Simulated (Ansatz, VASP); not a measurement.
# Two plane-wave programs on RbCl

```
CELL_PARAMETERS angstrom
0.00000 3.30871 3.30871
3.30871 0.00000 3.30871
3.30871 3.30871 0.00000
ATOMIC_POSITIONS crystal
Rb 0.00000 0.00000 0.00000
Cl 0.50000 0.50000 0.50000
```

Alike in both runs: task single point; functional PBE; k mesh 4 × 4 × 4; occupations gaussian, width 0.1 eV; no spin polarisation.

|  | VASP | Ansatz |
| --- | --- | --- |
| version | VASP 6.6.1 | Ansatz 0.2.0 |
| potentials or method | VASP PAW PBE potentials, release 64 (Rb_sv, Cl), cutoff 500 eV | scalar-relativistic, plane waves, PAW |
| valence electrons in the cell | 16 | 16 |

|  | VASP | Ansatz | Ansatz less VASP |
| --- | --- | --- | --- |
| gap on the k mesh at the Fermi level (eV) | 4.95 | 4.95 | +0.003 |
| least direct gap on the mesh (eV) | 4.95 | 4.95 | +0.003 |
| pressure (GPa) | 0.6 | 0.6 | 0.00 |

The functional is the same, so the differences come from potentials, cutoffs and numerics.
